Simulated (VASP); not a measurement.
A run of VASP 6.6.1:

File INCAR:

```
  PREC = Accurate
  ENCUT = 520
  EDIFF = 1E-6
  ISMEAR = 0
  SIGMA = 0.05
  LREAL = F
  LASPH = T
  NELM = 80
  ALGO = Normal
  ISIF = 2
  LWAVE = F
  LCHARG = T
  GGA = PE
  LELF = T
  LVHAR = T
  NBANDS = 18
```

The input KPOINTS:

```
regular mesh
0
Gamma
  8 8 8
```

Contents of POSCAR:

```
HfO2
1.0
    0.0000000000      2.4552000000      2.7621000000
    2.4552000000      0.0000000000      2.7621000000
    2.4552000000      2.4552000000      0.0000000000
Hf O
1 2
Direct
    0.0000000000      0.0000000000      0.0000000000
    0.2500000000      0.2500000000      0.2500000000
    0.7500000000      0.7500000000      0.7500000000
```

Potentials or basis: VASP PAW PBE potentials, release 64 (Hf_pv, O).

Command:

```bash
$ cat potpaw_PBE.64/Hf_pv/POTCAR potpaw_PBE.64/O/POTCAR > POTCAR
$ mpirun -np 1 vasp_std > vasp.out
```

Hardware: 1 thread of Intel(R) Xeon(R) Platinum 8259CL CPU @ 2.50GHz (Skylake/Cascade Lake) (shared host).

Estimate the wall time of this run.

Run time: 34 s on 1 thread of Intel(R) Xeon(R) Platinum 8259CL CPU @ 2.50GHz (Skylake/Cascade Lake), on a shared host, peak memory 0.18 GiB. Counts: scf iterations 14, k points 59.
